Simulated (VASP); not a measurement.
A run of VASP 6.6.1 is set up as follows.

INCAR

```
SYSTEM = C
PREC = Accurate
ENCUT = 520
EDIFF = 1E-7
ISMEAR = -5
SIGMA = 0.05
LREAL = .False.
LASPH = .True.
NELM = 150
ALGO = Normal
ISIF = 2
LWAVE = .False.
LCHARG = .False.
ISPIN = 2
MAGMOM = 0.5 0.5
LORBIT = 11
NUPDOWN = 1.0
GGA = CA
NBANDS = 15
```

Contents of KPOINTS:

```
Automatic mesh
0
Gamma
  13 13 13
  0 0 0
```

POSCAR

```
C
1.0
    0.0000000000      1.7951807415      1.7951807415
    1.7951807415      0.0000000000      1.7951807415
    1.7951807415      1.7951807415      0.0000000000
C
2
Direct
    0.7500000000      0.7500000000      0.7500000000
    0.5000000000      0.5000000000      0.5000000000
```

Potentials or basis: VASP PAW LDA potentials, release 64 (C).

Command:

```console
$ cat potpaw_LDA.64/C/POTCAR > POTCAR
$ mpirun -np 1 vasp_std > vasp.out
```

(1) What does it give for the pressure?

Results:

(1) 16.8 GPa.

Caveat: the total moment is fixed, so each spin has its own Fermi level.
